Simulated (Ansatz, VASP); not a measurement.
# Sb3As in VASP and in Ansatz

Contents of INCAR:

```
ALGO     = Fast           # electronic algorithm
EDIFF    = 1E-6           # SCF threshold, eV
EDIFFG   = -0.01          # ionic threshold
ENCUT    = 600            # plane-wave cutoff, eV
GGA      = PE             # functional
IBRION   = 2              # ionic algorithm
ISIF     = 3              # what is computed and relaxed
ISMEAR   = 0              # smearing method
LASPH    = T              # aspherical terms in the spheres
LCHARG   = F              # write CHGCAR
LREAL    = F              # projectors in reciprocal space
LWAVE    = F              # write WAVECAR
NELM     = 80             # most SCF steps
NSW      = 100            # ionic steps
PREC     = Accurate       # precision mode
SIGMA    = 0.1            # smearing width, eV
```

Contents of KPOINTS:

```
k-points
0
Gamma
  12 12 6
```

POSCAR

```
Sb3As
1.0
    3.7100388517      0.0000000000      0.0000000000
    0.0000000000      3.7100388517      0.0000000000
    0.0000000000      0.0000000000      7.3034709420
Sb As
3 1
Direct
    0.5000000000      0.5000000000      0.2270107756
    0.5000000000      0.5000000000      0.7729892244
    0.0000000000      0.0000000000      0.5000000000
    0.0000000000      0.0000000000      0.0000000000
```

Input for Ansatz:

```yaml
crystal:
  lattice:
    - [3.7100388517, 0.0, 0.0]
    - [0.0, 3.7100388517, 0.0]
    - [0.0, 0.0, 7.303470942]
  atoms:
    - { symbol: Sb, position: [0.5, 0.5, 0.2270107756] }
    - { symbol: Sb, position: [0.5, 0.5, 0.7729892244] }
    - { symbol: Sb, position: [0.0, 0.0, 0.5] }
    - { symbol: As, position: [0.0, 0.0, 0.0] }
basis:
  ecutwfc: 420
kpoints:
  mp_grid: { grid: [12, 12, 6] }
hamiltonian:
  xc: pbe
scf:
  occupations: { method: gaussian, width: 0.1 }
output:
  forces: true
  stress: true
  eigenvalues: true
  write_density: true
  write_potential: true
  elf: true
  volumetric_format: npy
relax:
  adjacent_minimum: "off"
  f_tol: 0.01
  max_steps: 80
  cell: { stress_tol: 0.05 }
```

Change from the starting cell: species swapped into the HgPb3 type (P4/mmm, No. 123).

Alike in both runs: task relaxation of cell and atoms; functional PBE; k mesh 12 × 12 × 6; occupations gaussian, width 0.1 eV; no spin polarisation.

```csv
,VASP,Ansatz
version,VASP 6.6.1,Ansatz 0.2.0
potentials or method,"VASP PAW PBE potentials, release 64 (Sb, As), cutoff 600 eV","scalar-relativistic, plane waves, PAW"
valence electrons in the cell,20,60
```

|  | VASP | Ansatz | Ansatz less VASP |
| --- | --- | --- | --- |
| gap on the k mesh at the Fermi level, each at its own relaxed structure (eV) | none | none | - |
| relaxed volume (Å³/atom) | 25.11 | 25.15 | +0.043 |
| relaxed length of the cell vector where the two differ most in proportion (Å) | 7.507 | 7.512 | +0.0044 |

A gap of «none» marks a metal or a gap that the smearing closes. VASP's potentials hold 20 valence electrons a cell and Ansatz's 60, so a difference there can come from the potentials and not from the codes.

Spin-orbit coupling is off throughout.
